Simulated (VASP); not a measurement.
# Si2Ni (fluorite type) (Fm-3m) in VASP: a series of runs, part 2 of 2

VASP 6.6.1. The steps go on from the part before.

### Step 3. Relaxation of cell and atoms, PBE, target pressure 120 GPa, at which the enthalpy is minimised

This run uses another cell than the first one, of 9.38 Å³/atom.

File INCAR:

```
SYSTEM = Si2Ni
PREC = Accurate
ENCUT = 600
EDIFF = 1E-7
ISMEAR = -1
SIGMA = 0.1
LREAL = .FALSE.
LASPH = .TRUE.
NELM = 60
ALGO = Normal
ISIF = 3
LWAVE = .FALSE.
LCHARG = .FALSE.
GGA = PE
IBRION = 2
NSW = 32
EDIFFG = -0.005
PSTRESS = 1200.0
```

File KPOINTS:

```
regular mesh
0
G
  11 11 11
  0 0 0
```

File POSCAR:

```
Si2Ni
1.0
    0.0000000000      2.4144761342      2.4144761342
    2.4144761342      0.0000000000      2.4144761342
    2.4144761342      2.4144761342      0.0000000000
Ni Si
1 2
Direct
    0.0000000000      0.0000000000      0.0000000000
    0.2500000000      0.2500000000      0.2500000000
    0.7500000000      0.7500000000      0.7500000000
```

Potentials or basis: VASP PAW PBE potentials, release 64 (Ni, Si).

Started as:

```
cat potpaw_PBE.64/Ni/POTCAR potpaw_PBE.64/Si/POTCAR > POTCAR
mpirun -np 1 vasp_std > vasp.out
```

OUTCAR:

```text
SYSTEM = Si2Ni
   PREC = Accurate
   ENCUT = 600
   EDIFF = 1E-7
   ISMEAR = -1
   LREAL = .FALSE.
   LASPH = .TRUE.
   NELM = 60
   ISIF = 3
   GGA = PE
   IBRION = 2
   NSW = 32
   EDIFFG = -0.005
   PSTRESS = 1200.0

 ion  position               nearest neighbor table
   1  0.000  0.000  0.000-   3 2.09   3 2.09   3 2.09   2 2.09   3 2.09   2 2.09   2 2.09   2 2.09

   2  0.250  0.250  0.250-   1 2.09   1 2.09   1 2.09   1 2.09   3 2.41   3 2.41   3 2.41   3 2.41
                             3 2.41   3 2.41
   3  0.750  0.750  0.750-   1 2.09   1 2.09   1 2.09   1 2.09   2 2.41   2 2.41   2 2.41   2 2.41
                             2 2.41   2 2.41

  LATTYP: Found a face centered cubic cell.
 ALAT       =     4.8289522684

  Lattice vectors:

 A1 = (   0.0000000000,   2.4144761342,   2.4144761342)
 A2 = (   2.4144761342,   0.0000000000,   2.4144761342)
 A3 = (   2.4144761342,   2.4144761342,   0.0000000000)

Analysis of symmetry for initial positions (statically):
=====================================================================
 Subroutine PRICEL returns:
 Original cell was already a primitive cell.

 Routine SETGRP: Setting up the symmetry group for a
 face centered cubic supercell.

 Subroutine GETGRP returns: Found 48 space group operations
 (whereof 48 operations were pure point group operations)
 out of a pool of 48 trial point group operations.

The static configuration has the point symmetry O_h .

Analysis of symmetry for dynamics (positions and initial velocities):
=====================================================================
 Subroutine PRICEL returns:
 Original cell was already a primitive cell.

 Routine SETGRP: Setting up the symmetry group for a
 face centered cubic supercell.

 Subroutine GETGRP returns: Found 48 space group operations
 (whereof 48 operations were pure point group operations)
 out of a pool of 48 trial point group operations.

The dynamic configuration has the point symmetry O_h .

 Subroutine INISYM returns: Found 48 space group operations
 (whereof 48 operations are pure point group operations),
 and found     1 'primitive' translations

----------------------------------------------------------------------------------------

                                     Primitive cell

  volume of cell :      28.1513

  direct lattice vectors                    reciprocal lattice vectors
     0.000000000  2.414476134  2.414476134    -0.207084259  0.207084259  0.207084259
     2.414476134  0.000000000  2.414476134     0.207084259 -0.207084259  0.207084259
     2.414476134  2.414476134  0.000000000     0.207084259  0.207084259 -0.207084259

  length of vectors
     3.414584895  3.414584895  3.414584895     0.358680457  0.358680457  0.358680457

  position of ions in fractional coordinates (direct lattice)
     0.000000000  0.000000000  0.000000000
     0.250000000  0.250000000  0.250000000
     0.750000000  0.750000000  0.750000000

  ion indices of the primitive-cell ions
   primitive index   ion index
                 1           1
                 2           2
                 3           3

----------------------------------------------------------------------------------------

 KPOINTS: regular mesh

Automatic generation of k-mesh.
 Grid dimensions read from file:
 generate k-points for:   11   11   11

[... 55 lines left out ...]
   ISTART =      0    job   : 0-new  1-cont  2-samecut
   ICHARG =      2    charge: 1-file 2-atom 10-const
   ISPIN  =      1    spin polarized calculation?
   LNONCOLLINEAR =      F non collinear calculations
   LSORBIT =      F    spin-orbit coupling
   LASPH  =      T    aspherical Exc in radial PAW
   ENCUT  =  600.0 eV  44.10 Ry    6.64 a.u.   6.82  6.82  6.82*2*pi/ulx,y,z
   NELM   =     60;   NELMIN=  2; NELMDL= -5     # of ELM steps
   EDIFF  = 0.1E-06   stopping-criterion for ELM
   LREAL  =      F    real-space projection
   EDIFFG = -.5E-02   stopping-criterion for IOM
   NSW    =     32    number of steps for IOM
   IBRION =      2    ionic relax: 0-MD 1-quasi-New 2-CG
   NFREE  =      1    steps in history (QN), initial steepest desc. (CG)
   ISIF   =      3    stress and relaxation
   ISYM   =      2    0-nonsym 1-usesym 2-fastsym
   POTIM  = 0.5000    time-step for ionic-motion
   TEBEG  =    0.0;   TEEND  =   0.0 temperature during run
   PSTRESS= 1200.0 pullay stress
   NELECT =      18.0000    total number of electrons
   NUPDOWN=      -1.0000    fix difference up-down
   EMIN   =  10.00;   EMAX   =-10.00  energy-range for DOS
   EFERMI =   0.00;   METHOD = LEGACY
   ISMEAR =    -1;   SIGMA  =   0.10  broadening in eV -4-tet -1-fermi 0-gaus
   EFERMI_NEDOS =   21; number of points for ismear=-14 and -15
   IALGO  =     38    algorithm
   IMIX   =      4    mixing-type and parameters
     AMIX     =   0.40;   BMIX     =  1.00
     AMIX_MAG =   1.60;   BMIX_MAG =  1.00
  volume/ion in A,a.u.               =       9.38        63.32
  Fermi-wavevector in a.u.,A,eV,Ry     =   1.410369  2.665211 27.063902  1.989141
  Thomas-Fermi vector in A             =   2.532330
   LORBIT       =      0    0 simple, 1 ext, 2 COOP (PROOUT), +10 PAW based schemes
   GGA     = PE    functional components
   LHFCALC =     F    Hartree Fock is set to
   AEXX    =    0.0000 exact exchange contribution
   IVDW    =     0    specifies the selected vdW correction
   LEPSILON=     F    determine dielectric tensor
   LRPA    =     F    only Hartree local field effects (RPA)
 conjugate gradient relaxation of ions
 non-spin polarized calculation
  energy-cutoff  :      600.00
  volume of cell :       28.15
 maximum number of plane-waves:       954
   NGX = 13   NGY = 13   NGZ = 13

--------------------------------------- Ionic step        1  -------------------------------------------

 number of electron      17.9999993 magnetization

 Free energy of the ion-electron system (eV)
  ---------------------------------------------------
  ext. energy  EPLUGINS =         0.00000000
  ---------------------------------------------------
  free energy    TOTEN  =       -14.12680521 eV

  energy without entropy =      -14.10141480  energy(sigma->0) =      -14.11411001

------------------------ aborting loop because EDIFF is reached ----------------------------------------

  FORCE on cell =-STRESS in cart. coord.  units (eV):
  Direction    XX          YY          ZZ          XY          YZ          ZX
  --------------------------------------------------------------------------------------
  -------------------------------------------------------------------------------------
  Total       20.9536387     20.9536387     20.9536387     -0.0000000      0.0000000      0.0000000
  in kB     1192.5354183   1192.5354183   1192.5354183     -0.0000000      0.0000000      0.0000000
  external PRESSURE =      -7.4645817 kB  Pullay stress =    1200.0000000 kB
[... 65 lines left out ...]
--------------------------------------- Ionic step        3  -------------------------------------------

 number of electron      17.9999993 magnetization

 Free energy of the ion-electron system (eV)
  ---------------------------------------------------
  ext. energy  EPLUGINS =         0.00000000
  ---------------------------------------------------
  free energy    TOTEN  =       -14.09946487 eV

  energy without entropy =      -14.07405096  energy(sigma->0) =      -14.08675791

 E-fermi :  16.6684     XC(G=0): -13.2346

 val. band max:       16.6574977813   @ k =   0.4545   0.3636   0.0000
 cond. band min:      16.6745516680   @ k =  -0.4545   0.3636   0.0000
 fundamental gap:      0.0170538866
 Fermi energy:        16.6683802553

 k-point     1 :       0.0000    0.0000    0.0000
  band No.  band energies     occupation
      1      -1.1925      2.00000
      2       8.4322      2.00000
      3       8.4322      2.00000
      4       8.4322      2.00000
      5      10.4263      2.00000
      6      10.4263      2.00000
      7      17.7406      0.00004
      8      17.7406      0.00004
      9      17.7406      0.00004
     10      18.5677      0.00000
     11      18.5677      0.00000
     12      18.5677      0.00000
     13      19.2941      0.00000
[... 354 lines left out ...]
  band No.  band energies     occupation
      1       0.4583      2.00000
      2       7.0440      2.00000
      3       8.2375      2.00000
      4       9.0602      2.00000
      5       9.9030      2.00000
      6      10.6621      2.00000
      7      12.0894      2.00000
      8      13.0814      2.00000
      9      15.9594      1.99833
     10      18.3137      0.00000
     11      19.0093      0.00000
     12      20.5943      0.00000
     13      20.8093      0.00000

 [... further k-points ...]

------------------------ aborting loop because EDIFF is reached ----------------------------------------

  FORCE on cell =-STRESS in cart. coord.  units (eV):
  Direction    XX          YY          ZZ          XY          YZ          ZX
  --------------------------------------------------------------------------------------
  -------------------------------------------------------------------------------------
  Total       21.0640086     21.0640086     21.0640086      0.0000000     -0.0000000      0.0000000
  in kB     1200.3783874   1200.3783874   1200.3783874      0.0000000     -0.0000000      0.0000000
  external PRESSURE =       0.3783874 kB  Pullay stress =    1200.0000000 kB
[... 22 lines left out ...]
  energy  without entropy=      -14.0740509565  energy(sigma->0) =      -14.08675791

  enthalpy is  TOTEN    =         6.9579038805 eV   P V=       21.0573687468

 reached required accuracy - stopping structural energy minimisation
```

OSZICAR:

```text
N       E                     dE             d eps       ncg     rms          rms(c)
DAV:   1     0.885684658611E+02    0.88568E+02   -0.92751E+03  1472   0.174E+03
DAV:   2    -0.111868484336E+02   -0.99755E+02   -0.94268E+02  1486   0.299E+02
DAV:   3    -0.165006116798E+02   -0.53138E+01   -0.52202E+01  1862   0.742E+01
[... 26 lines left out ...]
DAV:   4    -0.140994656312E+02    0.22654E-03   -0.68027E-04  1782   0.402E-01    0.258E-02
DAV:   5    -0.140994636426E+02    0.19887E-05   -0.30588E-05  2309   0.904E-02    0.140E-02
DAV:   6    -0.140994645103E+02   -0.86774E-06   -0.12546E-06  2184   0.273E-02    0.534E-03
DAV:   7    -0.140994647792E+02   -0.26888E-06   -0.50910E-07  1676   0.891E-03    0.105E-03
DAV:   8    -0.140994648663E+02   -0.87114E-07   -0.14550E-08   848   0.311E-03
   3 F= 0.69579039E+01 E0= 0.69706108E+01  d E =-.872436E-04
```

Wall time 47 s (1 thread of AMD EPYC 7R13 (Zen 3), shared host); peak memory 0.14 GiB.

What came out:

- Free energy: -14.0995 eV
- Relaxed volume: 9.37 Å³/atom
- Relaxed cell: a = 3.413 Å, b = 3.413 Å, c = 3.413 Å, α = 60.00°, β = 60.00°, γ = 60.00°
- Space group after relaxing (to 0.1 Å): Fm-3m (No. 225)
- Energy change on relaxing (the run minimises the enthalpy): +9.1 meV/atom
- Ionic steps: 3
- Pressure after relaxing: 120.0 GPa
- Band gap on the k mesh: zero (bands 9 and 10 overlap by 1.23 eV)

Step by step:
```csv
step,energy change (eV),largest force (eV/Å),pressure (GPa),volume (Å³)
1,0.0000,0.0000,119.25,28.15
2,0.1344,0.0000,123.09,27.97
3,0.0273,0.0000,120.04,28.11
```

Final structure:
```cif
data_structure
_symmetry_space_group_name_H-M 'P 1'
_symmetry_Int_Tables_number 1
_cell_length_a 3.4131
_cell_length_b 3.4131
_cell_length_c 3.4131
_cell_angle_alpha 60.000
_cell_angle_beta 60.000
_cell_angle_gamma 60.000
_cell_volume 28.11
loop_
_atom_site_label
_atom_site_type_symbol
_atom_site_fract_x
_atom_site_fract_y
_atom_site_fract_z
_atom_site_occupancy
Ni1 Ni 0.00000 0.00000 0.00000 1
Si1 Si 0.25000 0.25000 0.25000 1
Si2 Si 0.75000 0.75000 0.75000 1
```

Levels at points of the mesh, in eV from the Fermi level:
| k point | band 6 | band 7 | band 8 | band 9 | band 10 | band 11 | band 12 | band 13 |
| --- | --- | --- | --- | --- | --- | --- | --- | --- |
| (0.00, 0.00, 0.00) | -6.24 | 1.07 | 1.07 | 1.07 | 1.90 | 1.90 | 1.90 | 2.63 |

Caveat: the cell is relaxed towards a set pressure, so the run minimises the enthalpy, not the energy. Spin polarisation is off, so any magnetic state and its effect on volume and gap are missing.

### Step 4. Relaxation of cell and atoms, PBE

This run uses another cell than the first one, of 12.53 Å³/atom.

File INCAR:

```
SYSTEM = Si2Ni
PREC = Accurate ; ENCUT = 600
EDIFF = 1E-7 ; ISMEAR = -1
SIGMA = 0.1 ; LREAL = .FALSE.
LASPH = .TRUE. ; NELM = 80
ALGO = Normal ; ISIF = 3
LWAVE = .FALSE. ; LCHARG = .FALSE.
GGA = PE ; IBRION = 2
NSW = 60 ; EDIFFG = -0.005
```

KPOINTS is that of step 3.

File POSCAR:

```
Si2Ni
1.0
    0.0000000000      2.6586821493      2.6586821493
    2.6586821493      0.0000000000      2.6586821493
    2.6586821493      2.6586821493      0.0000000000
Ni Si
1 2
Direct
    0.0000000000      0.0000000000      0.0000000000
    0.2500000000      0.2500000000      0.2500000000
    0.7500000000      0.7500000000      0.7500000000
```

Potentials or basis: VASP PAW PBE potentials, release 64 (Ni, Si).

Started as:

```
cat potpaw_PBE.64/Ni/POTCAR potpaw_PBE.64/Si/POTCAR > POTCAR
mpirun -np 1 vasp_std > vasp.out
```

OUTCAR:

```text
SYSTEM = Si2Ni
   PREC = Accurate
   ENCUT = 600
   EDIFF = 1E-7
   ISMEAR = -1
   LREAL = .FALSE.
   LASPH = .TRUE.
   NELM = 80
   ISIF = 3
   GGA = PE
   IBRION = 2
   NSW = 60
   EDIFFG = -0.005

 ion  position               nearest neighbor table
   1  0.000  0.000  0.000-   3 2.30   3 2.30   3 2.30   2 2.30   3 2.30   2 2.30   2 2.30   2 2.30

   2  0.250  0.250  0.250-   1 2.30   1 2.30   1 2.30   1 2.30   3 2.66   3 2.66   3 2.66   3 2.66
                             3 2.66   3 2.66
   3  0.750  0.750  0.750-   1 2.30   1 2.30   1 2.30   1 2.30   2 2.66   2 2.66   2 2.66   2 2.66
                             2 2.66   2 2.66

  LATTYP: Found a face centered cubic cell.
 ALAT       =     5.3173642986

  Lattice vectors:

 A1 = (   0.0000000000,   2.6586821493,   2.6586821493)
 A2 = (   2.6586821493,   0.0000000000,   2.6586821493)
[... 684 lines left out ...]

 number of electron      17.9999991 magnetization

------------------------ aborting loop because EDIFF is reached ----------------------------------------
[... 69 lines left out ...]
--------------------------------------- Ionic step       11  -------------------------------------------

 number of electron      17.9999991 magnetization

 Free energy of the ion-electron system (eV)
  ---------------------------------------------------
  ext. energy  EPLUGINS =         0.00000000
  ---------------------------------------------------
  free energy    TOTEN  =       -17.38218827 eV

  energy without entropy =      -17.35227224  energy(sigma->0) =      -17.36723025

 E-fermi :  10.1043     XC(G=0): -11.4925

 val. band max:       10.0886719882   @ k =   0.2727   0.1818   0.0000
 cond. band min:      10.1159640618   @ k =   0.4545   0.3636   0.0909
 fundamental gap:      0.0272920736
 Fermi energy:        10.1042802431

 k-point     1 :       0.0000    0.0000    0.0000
  band No.  band energies     occupation
      1      -3.5064      2.00000
      2       5.0788      2.00000
      3       5.0788      2.00000
      4       5.0788      2.00000
      5       6.7472      2.00000
      6       6.7472      2.00000
      7       9.6901      1.96870
      8      11.8197      0.00000
      9      11.8197      0.00000
     10      11.8197      0.00000
     11      12.4685      0.00000
     12      12.4686      0.00000
     13      12.4686      0.00000
[... 398 lines left out ...]
  FREE ENERGIE OF THE ION-ELECTRON SYSTEM (eV)
  ---------------------------------------------------
  free  energy   TOTEN  =       -17.3821882680 eV

  energy  without entropy=      -17.3522722416  energy(sigma->0) =      -17.36723025

 reached required accuracy - stopping structural energy minimisation
```

CONTCAR:

```text
Si2Ni
   1.00000000000000
    -0.0000000000000000    2.7216294009225011    2.7216294009225011
     2.7216294009225011   -0.0000000000000000    2.7216294009225011
     2.7216294009225011    2.7216294009225011    0.0000000000000000
  Ni              Si
     1     2
Direct
     1.0000000000000000    0.0000000000000000    0.0000000000000000
     0.2500000000000000    0.2500000000000000    0.2500000000000000
     0.7500000000000000    0.7500000000000000    0.7500000000000000

  0.00000000E+00  0.00000000E+00  0.00000000E+00
  0.00000000E+00  0.00000000E+00  0.00000000E+00
  0.00000000E+00  0.00000000E+00  0.00000000E+00
```

It took 2 min on 1 thread of AMD EPYC 7R13 (Zen 3), shared host; peak memory 0.16 GiB.

What came out:

```
Free energy                           : -17.3822 eV
Relaxed volume                        : 13.44 Å³/atom
Relaxed cell                          : a = 3.849 Å, b = 3.849 Å, c = 3.849 Å, α = 60.00°, β = 60.00°, γ = 60.00°
Space group after relaxing (to 0.1 Å) : Fm-3m (No. 225)
Energy gained by relaxing             : 32.5 meV/atom
Ionic steps                           : 11
Pressure after relaxing               : 0.0 GPa
Band gap on the k mesh                : zero (bands 9 and 10 overlap by 2.14 eV)
```

The path:
| step | energy change (eV) | largest force (eV/Å) | pressure (GPa) | volume (Å³) |
| --- | --- | --- | --- | --- |
| 1 | 0.0000 | 0.0000 | 12.05 | 37.59 |
| 2 | -0.0311 | 0.0000 | -7.66 | 42.95 |
| 3 | -0.0974 | 0.0000 | -0.09 | 40.37 |
| 4 | -0.0974 | 0.0000 | 0.15 | 40.32 |
| 5 | -0.0974 | 0.0000 | 0.14 | 40.32 |
| 6 | -0.0974 | 0.0000 | 0.15 | 40.32 |
| 7 | -0.0974 | 0.0000 | 0.11 | 40.32 |
| 8 | -0.0974 | 0.0000 | 0.11 | 40.32 |
| 9 | -0.0974 | 0.0000 | 0.10 | 40.32 |
| 10 | -0.0974 | 0.0000 | 0.07 | 40.32 |
| 11 | -0.0974 | 0.0000 | 0.00 | 40.32 |

Final structure:
```
Ni Si
1.0
     0.00000    2.72163    2.72163
     2.72163    0.00000    2.72163
     2.72163    2.72163    0.00000
Ni Si
1 2
Direct
  0.00000 0.00000 0.00000
  0.25000 0.25000 0.25000
  0.75000 0.75000 0.75000
```

Spin polarisation is off, so any magnetic state and its effect on volume and gap are missing.

### Step 5. Summary

```tsv
cell	gap on the mesh (eV)	pressure (GPa)
relaxed to 120 GPa from a = 3.418 Å, angles 60.0°, 3 atoms	none	120.0
relaxed to 120 GPa from a = 3.415 Å, angles 60.0°, 3 atoms	none	120.0
relaxed from a = 3.760 Å, angles 60.0°, 3 atoms	none	0.0
```

Alike in all rows: task relaxation of cell and atoms; level PBE; potentials or basis VASP PAW PBE potentials, release 64 (Ni, Si); no spin polarisation; k mesh 11 × 11 × 11; cutoff (eV) 600; smearing fermi-dirac 0.1 eV.

Caveats: the cell is relaxed towards a set pressure, so the run minimises the enthalpy, not the energy (at least some runs).

Total energies depend on the potentials used, so only differences within one code and one set of settings carry meaning.
